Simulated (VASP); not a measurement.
The system is Be.

```xyz
2
Lattice="2.2900 0.0000 0.0000 -1.1450 1.9832 0.0000 0.0000 0.0000 3.5884" Properties=species:S:1:pos:R:3 pbc="T T T"
Be    0.0000    1.3221    2.6913
Be    1.1450    0.6611    0.8971
```

| Property | Result |
| --- | --- |
| Program | VASP 6.6.1 |
| Task | relaxation of cell and atoms |
| Functional | LDA |
| Potentials or basis | VASP PAW LDA potentials, release 64 (Be) |
| Cutoff | 600 eV |
| k mesh | 20 × 20 × 12 |
| Occupations | gaussian, width 0.05 eV |
| Spin | no spin polarisation |

At the start: pressure -8.4 GPa; volume 8.15 Å³/atom.

Q: Where does the relaxation end?

A: Over 6 steps the energy falls by 15.7 meV/atom and the volume is 7.57 Å³/atom (-7.1 %); space group P6_3/mmc (No. 194, to 0.1 Å) before and after.

The path:
```
step  energy change (eV)  largest force (eV/Å)  pressure (GPa)  volume (Å³)
   1              0.0000                0.0000           -8.39        16.30
   2             -0.0306                0.0000           -1.24        15.31
   3             -0.0312                0.0000           -0.06        15.17
   4             -0.0312                0.0000            0.14        15.15
   5             -0.0313                0.0000            0.15        15.14
   6             -0.0313                0.0000            0.16        15.14
```

Final structure:
```yaml
crystal:
  lattice:
    - [2.23280, 0.00000, 0.00000]
    - [-1.11640, 1.93366, 0.00000]
    - [0.00000, 0.00000, 3.50694]
  atoms:
    - { symbol: Be, position: [0.33333, 0.66667, 0.75000] }
    - { symbol: Be, position: [0.66667, 0.33333, 0.25000] }
```
